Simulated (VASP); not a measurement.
Here is a VASP 6.6.1 calculation.

The input INCAR:

```
ALGO = Normal ; EDIFF = 1E-6
ENCUT = 520 ; GGA = PS
ISIF = 2 ; ISMEAR = 1
IVDW = 12 ; LASPH = T
LCHARG = T ; LELF = T
LREAL = F ; LVHAR = T
LWAVE = F ; NBANDS = 14
NELM = 60 ; PREC = Accurate
SIGMA = 0.1
```

File KPOINTS:

```
k-points
0
Gamma
  10 10 10
```

POSCAR

```
HfN
1.0
    0.0000000000      2.4871259940      2.4871259940
    2.4871259940      0.0000000000      2.4871259940
    2.4871259940      2.4871259940      0.0000000000
Hf N
1 1
Direct
    0.0000000000      0.0000000000      0.0000000000
    0.7500000000      0.7500000000      0.7500000000
```

Potentials or basis: VASP PAW PBE potentials, release 64 (Hf_pv, N).

The run is started by

```console
$ cat potpaw_PBE.64/Hf_pv/POTCAR potpaw_PBE.64/N/POTCAR > POTCAR
$ mpirun -np 1 vasp_std > vasp.out
```

Problem. What does it give for the pressure?

Solution. -15.6 GPa.

Problem. What does it give for the dispersion energy per atom?

Solution. -0.290 eV.

Caveat: three body term missing; the PAW data sets were made with another functional, which shifts forces and pressure a little; pairwise dispersion overbinds metals, which lowers pressure and volume.
